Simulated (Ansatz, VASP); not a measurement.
**One calculation of Bi, two programs**

```
Bi
1.0
     2.26750    1.30914    3.93800
    -2.26750    1.30914    3.93800
     0.00000   -2.61828    3.93800
Bi
2
Direct
  0.76600 0.76600 0.76600
  0.23400 0.23400 0.23400
```

Alike in both runs: functional RPBE; k mesh 7 × 7 × 7; no spin polarisation.

```csv
,VASP,Ansatz
version,VASP 6.6.1,Ansatz 0.2.0
potentials or method,"VASP PAW PBE potentials, release 64 (Bi_d)",PseudoDojo standard (LDA files)
plane-wave cutoff (eV),520,952
occupations,"methfessel-paxton of order 1, width 0.1 eV","cold, width 0.1 eV"
valence electrons in the cell,30,30
task,single point,projected density of states
```

VASP gave:

| Item | Value |
| --- | --- |
| gap on the k mesh at the Fermi level (eV) | 0.27 |
| least direct gap on the mesh (eV) | 0.54 |
| pressure (GPa) | 3.4 |
| traceless stress, the component that is largest in VASP (GPa) | -0.14 |

Estimate Ansatz's values.

gap on the k mesh at the Fermi level (eV): 0.27; least direct gap on the mesh (eV): 0.53; pressure (GPa): 3.3; traceless stress, the component that is largest in VASP (GPa): -0.18.

VASP's potentials were made for PBE, not for RPBE.

Spin-orbit coupling is off throughout. Noted on Ansatz's run: the potentials were made for another functional, which shifts forces and pressure; odd divisions of the mesh miss points on the zone boundary, where band edges often lie, so the gap on the mesh can be too wide.
